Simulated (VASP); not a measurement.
A run of VASP 6.6.1 is set up as follows.

The input INCAR:

```
SYSTEM = BaCd3Se4
PREC = Accurate
ENCUT = 520
EDIFF = 1E-6
ISMEAR = 0
SIGMA = 0.15
LREAL = .FALSE.
LASPH = .TRUE.
NELM = 80
ALGO = Normal
ISIF = 2
LWAVE = .FALSE.
LCHARG = .FALSE.
GGA = PE
NBANDS = 45
```

KPOINTS

```
regular mesh
0
G
  2 2 2
  0 0 0
```

The input POSCAR:

```
BaCd3Se4
1.0
    2.9725750849      1.7162170238      6.6940998919
   -2.9725750849      1.7162170238      6.6940998919
    0.0000000000     -3.4324340527      6.6940998906
Ba Cd Se
1 3 4
Direct
    0.5000000000      0.5000000000      0.5000000000
    0.5000000000      0.5000000000      0.0000000000
    0.0000000000      0.5000000000      0.5000000000
    0.5000000000      0.0000000000      0.5000000000
    0.9232446900      0.9232446900      0.9232446900
    0.0767553100      0.0767553100      0.0767553100
    0.1971338245      0.1971338245      0.1971338245
    0.8028661755      0.8028661755      0.8028661755
```

Potentials or basis: VASP PAW PBE potentials, release 64 (Ba_sv, Cd, Se).

The run is started by

```sh
$ cat potpaw_PBE.64/Ba_sv/POTCAR potpaw_PBE.64/Cd/POTCAR potpaw_PBE.64/Se/POTCAR > POTCAR
$ mpirun -np 1 vasp_std > vasp.out
```

(1) Estimate the pressure.

(2) What does it give for the largest force?

Results:

(1) 0.3 GPa.

(2) 0.040 eV/Å.

Caveat: the k points lie up to 0.63 Å⁻¹ apart.
